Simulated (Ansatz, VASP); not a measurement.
# Ti3Al5 in VASP and in Ansatz

File INCAR:

```
ALGO     = Fast           # electronic algorithm
EDIFF    = 1E-6           # SCF threshold, eV
ENCUT    = 520            # plane-wave cutoff, eV
GGA      = PS             # functional
ISIF     = 2              # what is computed and relaxed
ISMEAR   = 0              # smearing method
LASPH    = T              # aspherical terms in the spheres
LCHARG   = F              # write CHGCAR
LREAL    = F              # projectors in reciprocal space
LWAVE    = F              # write WAVECAR
NBANDS   = 36             # bands
NELM     = 80             # most SCF steps
PREC     = Accurate       # precision mode
SIGMA    = 0.15           # smearing width, eV
```

KPOINTS

```
k-points
0
Gamma
  10 10 6
```

Contents of POSCAR:

```
Ti3Al5
1.0
    3.8832951200      0.0728117835      0.0000000000
    0.0728117835      3.8832951200      0.0000000000
    0.0000000000      0.0000000000      8.2968849545
Ti Al
3 5
Direct
    0.0000000000      0.0000000000      0.5000000000
    0.5000000000      0.5000000000      0.0000000000
    0.5000000000      0.5000000000      0.5000000000
    0.0000000000      0.5000000000      0.2523516175
    0.0000000000      0.5000000000      0.7476483825
    0.5000000000      0.0000000000      0.2523516175
    0.5000000000      0.0000000000      0.7476483825
    0.0000000000      0.0000000000      0.0000000000
```

Input for Ansatz:

```yaml
crystal:
  lattice:
    - [3.88329512, 0.0728117835, 0.0]
    - [0.0728117835, 3.88329512, 0.0]
    - [0.0, 0.0, 8.2968849545]
  atoms:
    - { symbol: Ti, position: [0.0, 0.0, 0.5] }
    - { symbol: Ti, position: [0.5, 0.5, 0.0] }
    - { symbol: Ti, position: [0.5, 0.5, 0.5] }
    - { symbol: Al, position: [0.0, 0.5, 0.2523516175] }
    - { symbol: Al, position: [0.0, 0.5, 0.7476483825] }
    - { symbol: Al, position: [0.5, 0.0, 0.2523516175] }
    - { symbol: Al, position: [0.5, 0.0, 0.7476483825] }
    - { symbol: Al, position: [0.0, 0.0, 0.0] }
basis:
  ecutwfc: 420
kpoints:
  mp_grid: { grid: [10, 10, 6] }
hamiltonian:
  xc: pbesol
scf:
  occupations: { method: gaussian, width: 0.15 }
output:
  forces: true
  stress: true
  eigenvalues: true
```

Change from the starting cell: strain +0.0375 x Voigt [0, 0, 0, 0, 0, 1], atoms carried along.

Alike in both runs: task single point; functional PBEsol; k mesh 10 × 10 × 6; occupations gaussian, width 0.15 eV; no spin polarisation.

```csv
,VASP,Ansatz
version,VASP 6.6.1,Ansatz 0.2.0
potentials or method,"VASP PAW PBE potentials, release 64 (Ti_sv, Al), cutoff 520 eV","scalar-relativistic, plane waves, PAW"
valence electrons in the cell,51,51
```

|  | VASP | Ansatz | Ansatz less VASP |
| --- | --- | --- | --- |
| gap on the k mesh at the Fermi level (eV) | none | none | - |
| pressure (GPa) | 0.2 | 0.2 | -0.01 |
| traceless stress, the component that is largest in VASP (GPa) | -3.78 | -3.77 | +0.008 |

VASP's potentials were made for PBE, not for PBEsol. A gap of «none» marks a metal or a gap that the smearing closes.
